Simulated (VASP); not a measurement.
TaN, 2 atoms in the cell. It takes space group P-6m2 (No. 187, hexagonal). The conventional cell has a = 2.950 Å, b = 2.950 Å, c = 2.897 Å, α = 90.00°, β = 90.00°, γ = 120.00°. Ta (site symmetry -6m2) has 6 N at 2.24 Å and 8 Ta at 2.90 to 2.95 Å within 3.0 Å. Within 3.0 Å of N (site symmetry -6m2) lie 6 Ta at 2.24 Å and 8 N at 2.90 to 2.95 Å. 

* Program: VASP 6.6.1
* Task: single point
* Functional: PBE
* Potentials or basis: VASP PAW PBE potentials, release 64 (Ta_pv, N)
* Cutoff: 520 eV
* k mesh: 6 × 6 × 6
* Occupations: gaussian, width 0.1 eV
* Spin: no spin polarisation
* Dipole correction: no
* Further INCAR settings: ALGO = Normal; EDIFF = 1e-06; NBANDS = 15

Potentials or basis: VASP PAW PBE potentials, release 64 (Ta_pv, N).

Run with:

```bash
$ cat potpaw_PBE.64/Ta_pv/POTCAR potpaw_PBE.64/N/POTCAR > POTCAR
$ mpirun -np 1 vasp_std > vasp.out
```

Hardware: 1 thread of Intel Xeon 8259CL, on a shared host.

Problem. How long does it take, and how much memory?

Solution. It took 9.9 s on 1 thread of Intel Xeon 8259CL, on a shared host, peak memory 0.14 GiB. Counts: scf iterations 13, k points 28.
